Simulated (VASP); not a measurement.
AlH2:

```
Al H
1.0
     2.84015    0.00000    0.00000
    -1.42008    2.45965    0.00000
     0.00000    0.00000    4.75436
Al H
2 4
Direct
  0.66667 0.33333 0.75000
  0.33333 0.66667 0.25000
  0.33333 0.66667 0.61111
  0.66667 0.33333 0.38889
  0.66667 0.33333 0.11111
  0.33333 0.66667 0.88889
```

```yaml
Program: VASP 6.6.1
Task: relaxation of cell and atoms
Functional: PBE
Potentials_or_basis: VASP PAW PBE potentials, release 64 (Al, H)
Cutoff: 600 eV
k_mesh: 6 × 6 × 4
Occupations: gaussian, width 0.1 eV
Spin: no spin polarisation
```

At the start: pressure 51.0 GPa; volume 5.54 Å³/atom.

Q: How do energy, volume and symmetry change on relaxing?

A: Over 28 steps the energy falls by 550.0 meV/atom and the volume is 8.49 Å³/atom (+53.3 %); space group P6_3/mmc (No. 194, to 0.1 Å) before and after.

Step by step:
```
step  energy change (eV)  largest force (eV/Å)  pressure (GPa)  volume (Å³)
   1              0.0000                1.3911           51.00        33.21
   2             -1.8654                0.6260           10.03        42.42
   3             -2.0638                0.4341            1.08        46.44
   4             -2.0790                0.3777           -1.32        47.83
   5             -2.0792                0.3655           -1.84        48.16
   6             -2.1160                0.2241           -1.32        47.74
   7             -2.1504                0.0671           -0.03        46.87
   8             -2.1509                0.1027            0.14        46.77
   9             -2.1645                0.0691           -0.33        46.66
  10             -2.1756                0.0854           -0.76        46.52
  11             -2.2324                0.1607           -0.95        46.20
  12             -2.4312                0.4245           -1.16        45.35
  13             -2.6542                0.9762            5.25        42.98
  14             -2.6673                0.8458            1.86        44.00
  15             -2.6892                0.9190            3.24        43.53
  16             -2.6952                0.9236            3.34        43.53
  17             -2.7047                0.9384            3.67        43.54
  18             -2.7145                0.9299            3.59        43.59
  19             -2.7431                0.9040            3.34        43.74
  20             -2.7976                0.8506            2.88        44.06
  21             -2.8960                0.7436            2.05        44.69
  22             -3.0555                0.5331            0.72        45.96
  23             -3.1841                0.1260           -0.65        48.58
  24             -3.2490                0.1743            0.09        49.13
  25             -3.2851                0.2311            1.58        49.88
  26             -3.2852                0.2352            1.75        49.95
  27             -3.3001                0.0385            0.03        50.80
  28             -3.3003                0.0138           -0.18        50.91
```

Final structure:
```cif
data_structure
_symmetry_space_group_name_H-M 'P 1'
_symmetry_Int_Tables_number 1
_cell_length_a 2.7285
_cell_length_b 2.7285
_cell_length_c 7.8973
_cell_angle_alpha 90.000
_cell_angle_beta 90.000
_cell_angle_gamma 120.000
_cell_volume 50.91
loop_
_atom_site_label
_atom_site_type_symbol
_atom_site_fract_x
_atom_site_fract_y
_atom_site_fract_z
_atom_site_occupancy
Al1 Al 0.66667 0.33333 0.75000 1
Al2 Al 0.33333 0.66667 0.25000 1
H1 H 0.33333 0.66667 0.61347 1
H2 H 0.66667 0.33333 0.38653 1
H3 H 0.66667 0.33333 0.11347 1
H4 H 0.33333 0.66667 0.88653 1
```

Caveat: the k points lie up to 0.44 Å⁻¹ apart in the final cell, too coarse for converged energies and pressures of a metal; the volume moved by over 15 % at a fixed basis, so the end points are rough.
